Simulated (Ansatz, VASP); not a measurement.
# Ag: VASP beside Ansatz

Contents of POSCAR:

```
Ag
1.0
   -1.6556540000      1.6556540000      1.5935669750
    1.6556540000     -1.6556540000      1.5935669750
    1.6556540000      1.6556540000     -1.5935669750
Ag
1
Direct
    0.0000000000      0.0000000000      0.0000000000
```

File INCAR.step1:

```
SYSTEM = Ag
PREC = Accurate
ENCUT = 520
ISMEAR = 0
SIGMA = 0.15
LREAL = .False.
LASPH = .True.
NELM = 60
NBANDS = 12
GGA = PE
ALGO = Normal
EDIFF = 1E-4
LWAVE = .True.
LCHARG = .False.
```

The input INCAR.step2:

```
SYSTEM = Ag
PREC = Accurate
ENCUT = 520
EDIFF = 1E-7
ISMEAR = 0
SIGMA = 0.15
LREAL = .False.
LASPH = .True.
NELM = 60
ALGO = Normal
ISIF = 2
LWAVE = .False.
LCHARG = .False.
METAGGA = R2SCAN
LMIXTAU = .True.
NBANDS = 12
ISTART = 1
```

The input KPOINTS:

```
regular mesh
0
Gamma
  20 20 20
  0 0 0
```

Input for Ansatz:

```yaml
crystal:
  lattice:
    - [-1.655654, 1.655654, 1.593566975]
    - [1.655654, -1.655654, 1.593566975]
    - [1.655654, 1.655654, -1.593566975]
  atoms:
    - { symbol: Ag, position: [0.0, 0.0, 0.0] }
basis:
  ecutwfc: 500
kpoints:
  mp_grid: { grid: [20, 20, 20] }
hamiltonian:
  xc: r2scan
scf:
  occupations: { method: gaussian, width: 0.15 }
output:
  forces: true
  stress: true
  eigenvalues: true
```

Change from the starting cell: strain -0.0375 x Voigt [0, 0, 1, 0, 0, 0], atoms carried along.

Alike in both runs: task single point; functional r2SCAN; k mesh 20 × 20 × 20; occupations gaussian, width 0.15 eV; no spin polarisation.

|  | VASP | Ansatz |
| --- | --- | --- |
| version | VASP 6.6.1 | Ansatz 0.2.0 |
| potentials or method | VASP PAW PBE potentials, release 64 (Ag), cutoff 520 eV | scalar-relativistic, plane waves, PAW |
| valence electrons in the cell | 11 | 19 |

Ansatz gave:

- gap on the k mesh at the Fermi level (eV): none
- pressure (GPa): -0.2
- traceless stress, the component that is largest in VASP (GPa): -0.58

Task: Estimate VASP's values.

Result: gap on the k mesh at the Fermi level (eV): none; pressure (GPa): -0.1; traceless stress, the component that is largest in VASP (GPa): -0.59.

VASP's potentials were made for PBE, not for r2SCAN. A gap of «none» marks a metal or a gap that the smearing closes. VASP's potentials hold 11 valence electrons a cell and Ansatz's 19, so a difference there can come from the potentials and not from the codes.
